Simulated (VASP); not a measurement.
Wanted: the native input for a VASP 6.6.1 run.

```yaml
Task: relaxation of cell and atoms
Functional: PBE
Potentials_or_basis: VASP PAW PBE potentials, release 64 (Fe, Ni)
Cutoff: 600 eV
k_mesh: 6 × 6 × 4
Occupations: gaussian, width 0.1 eV
Spin: collinear spin, ferromagnetic start
Starting_moments: "[4.0, 2.0, 2.0] μB"
Dipole_correction: no
Further_INCAR_settings: ALGO = Fast; EDIFF = 1e-07; IBRION = 2; EDIFFG = -0.04; NSW = 90; ISIF = 3
```

The structure of FeNi2 lies in POSCAR:

```
FeNi2
1.0
    1.8492810700     -2.1504505300      0.0000000000
    1.8492810700      2.1504505300      0.0000000000
    0.0000000000      0.0000000000      3.8529053600
Fe Ni
1 2
Direct
    0.0000000000      0.0000000000      0.5000000000
    0.0000000000      0.0000000000      0.0000000000
    0.5000000000      0.5000000000      0.0000000000
```

The input as run:

INCAR

```
PREC     = Accurate       # precision mode
ENCUT    = 600            # plane-wave cutoff, eV
EDIFF    = 1E-7           # SCF threshold, eV
ISMEAR   = 0              # smearing method
SIGMA    = 0.1            # smearing width, eV
LREAL    = F              # projectors in reciprocal space
LASPH    = T              # aspherical terms in the spheres
NELM     = 150            # most SCF steps
ALGO     = Fast           # electronic algorithm
ISIF     = 3              # what is computed and relaxed
LWAVE    = F              # write WAVECAR
LCHARG   = F              # write CHGCAR
ISPIN    = 2              # spin polarisation
MAGMOM   = 4 2 2          # initial moments
LORBIT   = 11             # projections on sites
LMAXMIX  = 4              # l up to which the mixer works
GGA      = PE             # functional
IBRION   = 2              # ionic algorithm
NSW      = 90             # ionic steps
EDIFFG   = -0.04          # ionic threshold
```

KPOINTS

```
Automatic mesh
0
Gamma
  6 6 4
```

Potentials or basis: VASP PAW PBE potentials, release 64 (Fe, Ni).

The run is started by

```bash
$ cat potpaw_PBE.64/Fe/POTCAR potpaw_PBE.64/Ni/POTCAR > POTCAR
$ mpirun -np 1 vasp_std > vasp.out
```

It gave:

```json
{
 "Relaxed volume": "15.01 Å³/atom",
 "Relaxed cell": "a = 3.171 Å, b = 3.171 Å, c = 4.480 Å, α = 90.00°, β = 90.00°, γ = 90.04°",
 "Space group after relaxing (to 0.05 Å)": "P4/mmm (No. 123)",
 "Energy gained by relaxing": "1364.4 meV/atom",
 "Ionic steps": "12",
 "Pressure after relaxing": "0.0 GPa",
 "Net moment": "4.41 μB per cell",
 "Site moments": "Fe +3.16; Ni +0.68, +0.54 μB",
 "Valence electrons inside the program's atomic spheres": "Fe 6.73; Ni 9.49, 9.22"
}
```

Caveat: the k points lie up to 0.35 Å⁻¹ apart in the final cell; the volume moved by over 15 % at a fixed basis, so the end points are rough.

Wall time 18 min on 1 thread of Intel(R) Xeon(R) 6975P-C (Granite Rapids), on a shared host, peak memory 0.22 GiB.
